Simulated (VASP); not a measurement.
# Cr (Im-3m) in VASP: notebook

The runs below take Cr through single point, with r2SCAN.

Program: VASP 6.6.1. These are calculated values, not measurements. Logs are shortened: lines on timing, memory, paths and dates and some standing lists are left out, and cuts for length are marked.

### 1 The cell of the first run

The structure is cubic, space group Im-3m (No. 229). Conventional cell: a = 2.830 Å, b = 2.830 Å, c = 2.830 Å, α = 90.00°, β = 90.00°, γ = 90.00°. Cr (site symmetry m-3m) has 14 Cr at 2.45 to 2.83 Å within 3.2 Å.

### 2 Single point, r2SCAN, collinear spin, ferromagnetic start

POSCAR

```
Cr
1.0
   -1.4148813462      1.4148813462      1.4148813462
    1.4148813462     -1.4148813462      1.4148813462
    1.4148813462      1.4148813462     -1.4148813462
Cr
1
Direct
    0.0000000000      0.0000000000      0.0000000000
```

INCAR.step1

```
SYSTEM = Cr
PREC = Accurate
ENCUT = 520
ISMEAR = -1
SIGMA = 0.05
LREAL = .FALSE.
LASPH = .TRUE.
NELM = 150
ISPIN = 2
MAGMOM = 1.5
LMAXMIX = 4
NBANDS = 16
GGA = PE
ALGO = Normal
EDIFF = 1E-4
LWAVE = .TRUE.
LCHARG = .FALSE.
```

INCAR.step2

```
SYSTEM = Cr
PREC = Accurate
ENCUT = 520
EDIFF = 1E-7
ISMEAR = -1
SIGMA = 0.05
LREAL = .FALSE.
LASPH = .TRUE.
NELM = 150
ALGO = Normal
ISIF = 2
LWAVE = .FALSE.
LCHARG = .FALSE.
ISPIN = 2
MAGMOM = 1.5
LORBIT = 11
LMAXMIX = 4
METAGGA = R2SCAN
LMIXTAU = .TRUE.
NBANDS = 16
ISTART = 1
```

KPOINTS

```
regular mesh
0
G
  9 9 9
  0 0 0
```

Potentials or basis: VASP PAW PBE potentials, release 64 (Cr_pv).

Launch:

```sh
$ cat potpaw_PBE.64/Cr_pv/POTCAR > POTCAR
$ cp INCAR.step1 INCAR
$ mpirun -np 1 vasp_std > vasp.out
$ cp INCAR.step2 INCAR
$ mpirun -np 1 vasp_std > vasp.out
```

OUTCAR:

```text
SYSTEM = Cr
   PREC = Accurate
   ENCUT = 520
   EDIFF = 1E-7
   ISMEAR = -1
   LREAL = .FALSE.
   LASPH = .TRUE.
   NELM = 150
   ISIF = 2
   ISPIN = 2
   LORBIT = 11
   METAGGA = R2SCAN
   ISTART = 1

 ion  position               nearest neighbor table
   1  0.000  0.000  0.000-

  LATTYP: Found a body centered cubic cell.
 ALAT       =     2.8297626924

  Lattice vectors:

 A1 = (  -1.4148813462,   1.4148813462,   1.4148813462)
 A2 = (   1.4148813462,  -1.4148813462,   1.4148813462)
 A3 = (   1.4148813462,   1.4148813462,  -1.4148813462)

Analysis of symmetry for initial positions (statically):
=====================================================================
 Subroutine PRICEL returns:
 Original cell was already a primitive cell.

 Routine SETGRP: Setting up the symmetry group for a
 body centered cubic supercell.

 Subroutine GETGRP returns: Found 48 space group operations
 (whereof 48 operations were pure point group operations)
 out of a pool of 48 trial point group operations.

The static configuration has the point symmetry O_h .

Analysis of symmetry for dynamics (positions and initial velocities):
=====================================================================
 Subroutine PRICEL returns:
 Original cell was already a primitive cell.

 Routine SETGRP: Setting up the symmetry group for a
 body centered cubic supercell.

 Subroutine GETGRP returns: Found 48 space group operations
 (whereof 48 operations were pure point group operations)
 out of a pool of 48 trial point group operations.

The dynamic configuration has the point symmetry O_h .

Analysis of structural, dynamic, and magnetic symmetry:
=====================================================================
 Subroutine PRICEL returns:
 Original cell was already a primitive cell.

 Routine SETGRP: Setting up the symmetry group for a
 body centered cubic supercell.

 Subroutine GETGRP returns: Found 48 space group operations
 (whereof 48 operations were pure point group operations)
 out of a pool of 48 trial point group operations.

The overall configuration has the point symmetry O_h .

 Subroutine INISYM returns: Found 48 space group operations
 (whereof 48 operations are pure point group operations),
 and found     1 'primitive' translations

----------------------------------------------------------------------------------------

                                     Primitive cell

  volume of cell :      11.3297

  direct lattice vectors                    reciprocal lattice vectors
    -1.414881346  1.414881346  1.414881346     0.000000000  0.353386523  0.353386523
     1.414881346 -1.414881346  1.414881346     0.353386523  0.000000000  0.353386523
     1.414881346  1.414881346 -1.414881346     0.353386523  0.353386523  0.000000000

  length of vectors
     2.450646378  2.450646378  2.450646378     0.499764014  0.499764014  0.499764014

  position of ions in fractional coordinates (direct lattice)
     0.000000000  0.000000000  0.000000000

  ion indices of the primitive-cell ions
   primitive index   ion index
                 1           1

----------------------------------------------------------------------------------------

 KPOINTS: regular mesh

Automatic generation of k-mesh.
 Grid dimensions read from file:
 generate k-points for:    9    9    9

 Generating k-lattice:

  Cartesian coordinates                     Fractional coordinates (reciprocal lattice)
     0.000000000  0.039265169  0.039265169     0.111111111  0.000000000  0.000000000
     0.039265169  0.000000000  0.039265169     0.000000000  0.111111111  0.000000000
     0.039265169  0.039265169  0.000000000     0.000000000  0.000000000  0.111111111

  Length of vectors
     0.055529335  0.055529335  0.055529335

  Shift w.r.t. Gamma in fractional coordinates (k-lattice)
     0.000000000  0.000000000  0.000000000

 Subroutine IBZKPT returns following result:
 ===========================================

 Found     35 irreducible k-points:

 Following reciprocal coordinates:
            Coordinates               Weight
  0.000000  0.000000  0.000000      1.000000
  0.111111  0.000000  0.000000     12.000000
  0.222222  0.000000  0.000000     12.000000
  0.333333  0.000000  0.000000     12.000000
  0.444444  0.000000  0.000000     12.000000
  0.111111  0.111111  0.000000     24.000000
[... 16 lines left out ...]
 -0.333333  0.444444  0.111111     48.000000
 -0.444444 -0.444444  0.111111     24.000000
 [... further k-points ...]
   k-points           NKPTS =     35   k-points in BZ     NKDIM =     35   number of bands    NBANDS=     16
   number of dos      NEDOS =    301   number of ions     NIONS =      1
   total plane-waves  NPLWV =   5832
   dimension x,y,z NGX =    18 NGY =   18 NGZ =   18
   dimension x,y,z NGXF=    36 NGYF=   36 NGZF=   36
   ions per type =               1
   NGX,Y,Z   is equivalent  to a cutoff of  12.21, 12.21, 12.21 a.u.
   NGXF,Y,Z  is equivalent  to a cutoff of  24.42, 24.42, 24.42 a.u.
 SYSTEM =  Cr
   PREC   = accura    normal or accurate (medium, high low for compatibility)
   ISTART =      1    job   : 0-new  1-cont  2-samecut
   ICHARG =      0    charge: 1-file 2-atom 10-const
   ISPIN  =      2    spin polarized calculation?
   LNONCOLLINEAR =      F non collinear calculations
   LSORBIT =      F    spin-orbit coupling
   LASPH  =      T    aspherical Exc in radial PAW
   ENCUT  =  520.0 eV  38.22 Ry    6.18 a.u.   4.56  4.56  4.56*2*pi/ulx,y,z
   NELM   =    150;   NELMIN=  2; NELMDL=  0     # of ELM steps
   EDIFF  = 0.1E-06   stopping-criterion for ELM
   LREAL  =      F    real-space projection
   EDIFFG = 0.1E-05   stopping-criterion for IOM
   NSW    =      0    number of steps for IOM
   IBRION =     -1    ionic relax: 0-MD 1-quasi-New 2-CG
   NFREE  =      0    steps in history (QN), initial steepest desc. (CG)
   ISIF   =      2    stress and relaxation
   ISYM   =      2    0-nonsym 1-usesym 2-fastsym
   POTIM  = 0.5000    time-step for ionic-motion
   TEBEG  =    0.0;   TEEND  =   0.0 temperature during run
   PSTRESS=    0.0 pullay stress
   NELECT =      12.0000    total number of electrons
   NUPDOWN=      -1.0000    fix difference up-down
   EMIN   =  10.00;   EMAX   =-10.00  energy-range for DOS
   EFERMI =   0.00;   METHOD = LEGACY
   ISMEAR =    -1;   SIGMA  =   0.05  broadening in eV -4-tet -1-fermi 0-gaus
   EFERMI_NEDOS =   21; number of points for ismear=-14 and -15
   IALGO  =     38    algorithm
   IMIX   =      4    mixing-type and parameters
     AMIX     =   0.40;   BMIX     =  1.00
     AMIX_MAG =   1.60;   BMIX_MAG =  1.00
  volume/ion in A,a.u.               =      11.33        76.46
  Fermi-wavevector in a.u.,A,eV,Ry     =   1.668765  3.153509 37.889194  2.784777
  Thomas-Fermi vector in A             =   2.754555
   LORBIT       =     11    0 simple, 1 ext, 2 COOP (PROOUT), +10 PAW based schemes
   METAGGA = R2SCAN    functional components
   LHFCALC =     F    Hartree Fock is set to
   AEXX    =    0.0000 exact exchange contribution
   IVDW    =     0    specifies the selected vdW correction
   LEPSILON=     F    determine dielectric tensor
   LRPA    =     F    only Hartree local field effects (RPA)
 spin polarized calculation
  energy-cutoff  :      520.00
  volume of cell :       11.33
 maximum number of plane-waves:       321
   NGX =  9   NGY =  9   NGZ =  9

 number of electron      12.0000006 magnetization       0.0000024

 number of electron      12.0000006 magnetization      -0.0000006

 Free energy of the ion-electron system (eV)
  ---------------------------------------------------
  ext. energy  EPLUGINS =         0.00000000
  ---------------------------------------------------
  free energy    TOTEN  =       -14.81874045 eV

  energy without entropy =      -14.81259024  energy(sigma->0) =      -14.81566534

 E-fermi :  11.2484     XC(G=0): -15.1157

 val. band max:       11.1977731220   @ k =  -0.3333   0.3333   0.2222
 cond. band min:      11.2657210285   @ k =  -0.2222   0.3333   0.1111
 fundamental gap:      0.0679479065
 Fermi energy:        11.2483756365

 spin component 1

 k-point     1 :       0.0000    0.0000    0.0000
  band No.  band energies     occupation
      1     -33.1286      1.00000
      2     -33.1286      1.00000
      3     -33.1286      1.00000
      4       2.7029      1.00000
      5      10.1980      1.00000
      6      10.1981      1.00000
[... 8 lines left out ...]
     15      42.5746      0.00000
     16      47.3747      0.00000
[... 419 lines left out ...]
 k-point    24 :      -0.4444   -0.4444    0.1111
  band No.  band energies     occupation
      1     -34.0368      1.00000
      2     -33.5995      1.00000
      3     -33.2859      1.00000
      4       7.3921      1.00000
      5       9.2357      1.00000
      6       9.3753      1.00000
[... 8 lines left out ...]
     15      39.2019      0.00000
     16      46.3278      0.00000

 [... further k-points ...]

 spin component 2

 k-point     1 :       0.0000    0.0000    0.0000
  band No.  band energies     occupation
      1     -33.1286      1.00000
      2     -33.1286      1.00000
      3     -33.1286      1.00000
      4       2.7029      1.00000
      5      10.1980      1.00000
      6      10.1981      1.00000
[... 8 lines left out ...]
     15      42.5746      0.00000
     16      47.3747      0.00000
[... 419 lines left out ...]
 k-point    24 :      -0.4444   -0.4444    0.1111
  band No.  band energies     occupation
      1     -34.0368      1.00000
      2     -33.5995      1.00000
      3     -33.2859      1.00000
      4       7.3921      1.00000
      5       9.2357      1.00000
      6       9.3753      1.00000
[... 8 lines left out ...]
     15      39.2019      0.00000
     16      46.3278      0.00000

 [... further k-points ...]

------------------------ aborting loop because EDIFF is reached ----------------------------------------

  FORCE on cell =-STRESS in cart. coord.  units (eV):
  Direction    XX          YY          ZZ          XY          YZ          ZX
  --------------------------------------------------------------------------------------
  -------------------------------------------------------------------------------------
  Total        0.0326041      0.0326041      0.0326041      0.0000000     -0.0000000      0.0000000
  in kB        4.6106602      4.6106602      4.6106602      0.0000000     -0.0000000      0.0000000
  external PRESSURE =       4.6106602 kB  Pullay stress =       0.0000000 kB

 VOLUME and BASIS-vectors are now :
 -----------------------------------------------------------------------------
  energy-cutoff  :      520.00
  volume of cell :       11.33
      direct lattice vectors                 reciprocal lattice vectors
    -1.414881346  1.414881346  1.414881346     0.000000000  0.353386523  0.353386523
     1.414881346 -1.414881346  1.414881346     0.353386523  0.000000000  0.353386523
     1.414881346  1.414881346 -1.414881346     0.353386523  0.353386523  0.000000000

 POSITION                                       TOTAL-FORCE (eV/Angst)
 -----------------------------------------------------------------------------------
      0.00000      0.00000      0.00000        -0.000000      0.000000      0.000000
 -----------------------------------------------------------------------------------
    total drift:                                0.000000     -0.000000      0.000000

  FREE ENERGIE OF THE ION-ELECTRON SYSTEM (eV)
  ---------------------------------------------------
  free  energy   TOTEN  =       -14.8187404455 eV

  energy  without entropy=      -14.8125902365  energy(sigma->0) =      -14.81566534

 total charge

# of ion       s       p       d       tot
------------------------------------------
    1        0.694   6.440   4.187  11.321

 magnetization (x)

# of ion       s       p       d       tot
------------------------------------------
    1       -0.000   0.000  -0.000  -0.000
```

Run time: 44 s. Hardware: 1 thread of AMD EPYC 7R13 (Zen 3), shared host; peak memory 0.1 GiB.

What came out:

```yaml
Free_energy: -14.8187 eV
Pressure: 0.5 GPa
Band_gap_on_the_k_mesh: zero (filled and empty bands overlap)
Net_moment: 0.00 μB per cell
Valence_electrons_inside_the_program's_atomic_spheres: Cr 11.32
```

Caveat: the PAW data sets were made with another functional, which shifts forces and pressure a little.

### 3 Single point, r2SCAN, collinear spin, ferromagnetic start

POSCAR is that of step 2.

INCAR.step1

```
PREC = Accurate
ENCUT = 520
ISMEAR = -1
SIGMA = 0.05
LREAL = False
LASPH = True
NELM = 150
ISPIN = 2
MAGMOM = 1.5
LMAXMIX = 4
NBANDS = 16
GGA = PE
ALGO = Normal
EDIFF = 1E-4
LWAVE = True
LCHARG = False
```

INCAR.step2

```
PREC = Accurate
ENCUT = 520
EDIFF = 1E-7
ISMEAR = -1
SIGMA = 0.05
LREAL = False
LASPH = True
NELM = 150
ALGO = Normal
ISIF = 2
LWAVE = False
LCHARG = True
ISPIN = 2
MAGMOM = 1.5
LORBIT = 11
LMAXMIX = 4
METAGGA = R2SCAN
LMIXTAU = True
LELF = True
LVHAR = True
NBANDS = 16
ISTART = 1
```

KPOINTS

```
Automatic mesh
0
Gamma
  12 12 12
```

Potentials or basis: VASP PAW PBE potentials, release 64 (Cr_pv).

Launch:

```sh
$ cat potpaw_PBE.64/Cr_pv/POTCAR > POTCAR
$ cp INCAR.step1 INCAR
$ mpirun -np 1 vasp_std > vasp.out
$ cp INCAR.step2 INCAR
$ mpirun -np 1 vasp_std > vasp.out
```

Wall time 81 s (1 thread of AMD EPYC 7R13 (Zen 3), shared host); peak memory 0.11 GiB.

The run converged. Its results:

- Free energy: -14.8124 eV
- Pressure: 0.0 GPa
- Band gap on the k mesh: zero (filled and empty bands overlap)
- Net moment: 0.00 μB per cell
- Valence electrons inside the program's atomic spheres: Cr 11.32

Levels at points of the mesh, in eV from the Fermi level:
Spin up:
```tsv
k point	band 2	band 3	band 4	band 5	band 6	band 7	band 8	band 9	band 10	band 11
(0.00, 0.00, 0.00)	-44.24	-44.24	-8.45	-0.94	-0.94	-0.94	1.50	1.50	3.30	23.29
(0.50, 0.00, 0.00)	-44.56	-44.25	-4.71	-2.61	1.04	1.42	1.86	3.04	3.23	10.62
(0.50, 0.50, 0.50)	-44.94	-44.94	-4.48	-4.48	2.62	2.62	2.62	3.23	11.20	11.20
```
Spin down:
```tsv
k point	band 2	band 3	band 4	band 5	band 6	band 7	band 8	band 9	band 10	band 11
(0.00, 0.00, 0.00)	-44.24	-44.24	-8.45	-0.94	-0.94	-0.94	1.50	1.50	3.30	23.29
(0.50, 0.00, 0.00)	-44.56	-44.25	-4.71	-2.61	1.04	1.42	1.86	3.04	3.23	10.62
(0.50, 0.50, 0.50)	-44.94	-44.94	-4.48	-4.48	2.62	2.62	2.62	3.23	11.20	11.20
```

Caveat: the PAW data sets were made with another functional, which shifts forces and pressure a little.

### 4 Single point, r2SCAN, collinear spin, ferromagnetic start

POSCAR is that of step 3.

INCAR.step1

```
PREC = Accurate
ENCUT = 520
ISMEAR = -1
SIGMA = 0.05
LREAL = F
LASPH = T
NELM = 150
ISPIN = 2
MAGMOM = 1.5
LMAXMIX = 4
NBANDS = 16
GGA = PE
ALGO = Normal
EDIFF = 1E-4
LWAVE = T
LCHARG = F
```

INCAR.step2

```
PREC = Accurate
ENCUT = 520
EDIFF = 1E-7
ISMEAR = -1
SIGMA = 0.05
LREAL = F
LASPH = T
NELM = 150
ALGO = Normal
ISIF = 2
LWAVE = F
LCHARG = F
ISPIN = 2
MAGMOM = 1.5
LORBIT = 11
LMAXMIX = 4
METAGGA = R2SCAN
LMIXTAU = T
NBANDS = 16
ISTART = 1
```

KPOINTS

```
Automatic mesh
0
Gamma
  15 15 15
```

Launch:

```sh
$ cat potpaw_PBE.64/Cr_pv/POTCAR > POTCAR
$ cp INCAR.step1 INCAR
$ mpirun -np 1 vasp_std > vasp.out
$ cp INCAR.step2 INCAR
$ mpirun -np 1 vasp_std > vasp.out
```

It took 1.8 min on 1 thread of AMD EPYC 7R13 (Zen 3), shared host; peak memory 0.12 GiB.

The run converged. Its results:

```
Free energy                                           : -14.8034 eV
Pressure                                              : 0.6 GPa
Band gap on the k mesh                                : zero (filled and empty bands overlap)
Net moment                                            : 0.00 μB per cell
Valence electrons inside the program's atomic spheres : Cr 11.32
```

Levels at points of the mesh, in eV from the Fermi level:
Spin up:
```csv
k point,band 4,band 5,band 6,band 7,band 8,band 9
"(0.00, 0.00, 0.00)",-8.47,-0.96,-0.96,-0.96,1.46,1.46
```
Spin down:
```csv
k point,band 4,band 5,band 6,band 7,band 8,band 9
"(0.00, 0.00, 0.00)",-8.47,-0.96,-0.96,-0.96,1.46,1.46
```

Caveat: the PAW data sets were made with another functional, which shifts forces and pressure a little.

### 5 Single point, r2SCAN, collinear spin, ferromagnetic start

POSCAR is that of step 4.

Edit INCAR.step1 of step 4 so:

```diff
@@ -3,3 +3,3 @@
 ISMEAR = -1
-SIGMA = 0.05
+SIGMA = 0.01
 LREAL = F
```

Edit INCAR.step2 of step 4 so:

```diff
@@ -2,5 +2,5 @@
 ENCUT = 520
-EDIFF = 1E-7
+EDIFF = 1E-6
 ISMEAR = -1
-SIGMA = 0.05
+SIGMA = 0.01
 LREAL = F
```

KPOINTS

```
regular mesh
0
Gamma
  15 15 15
```

Launch:

```sh
$ cat potpaw_PBE.64/Cr_pv/POTCAR > POTCAR
$ cp INCAR.step1 INCAR
$ mpirun -np 1 vasp_std > vasp.out
$ cp INCAR.step2 INCAR
$ mpirun -np 1 vasp_std > vasp.out
```

It took 99 s on 1 thread of AMD EPYC 7R13 (Zen 3), shared host; peak memory 0.12 GiB.

Results (log left out):

| Item | Value |
| --- | --- |
| Free energy | -14.7993 eV |
| Pressure | 0.5 GPa |
| Band gap on the k mesh | zero (filled and empty bands overlap) |
| Net moment | 0.00 μB per cell |
| Valence electrons inside the program's atomic spheres | Cr 11.32 |

Levels at points of the mesh, in eV from the Fermi level:
Spin up:
| k point | band 3 | band 4 | band 5 | band 6 | band 7 | band 8 | band 9 | band 10 |
| --- | --- | --- | --- | --- | --- | --- | --- | --- |
| (0.00, 0.00, 0.00) | -44.28 | -8.46 | -0.96 | -0.96 | -0.96 | 1.46 | 1.46 | 3.24 |
Spin down:
```
           k point  band 4  band 5  band 6  band 7  band 8  band 9
(0.00, 0.00, 0.00)   -8.46   -0.96   -0.96   -0.96    1.46    1.46
```

Caveat: the PAW data sets were made with another functional, which shifts forces and pressure a little.
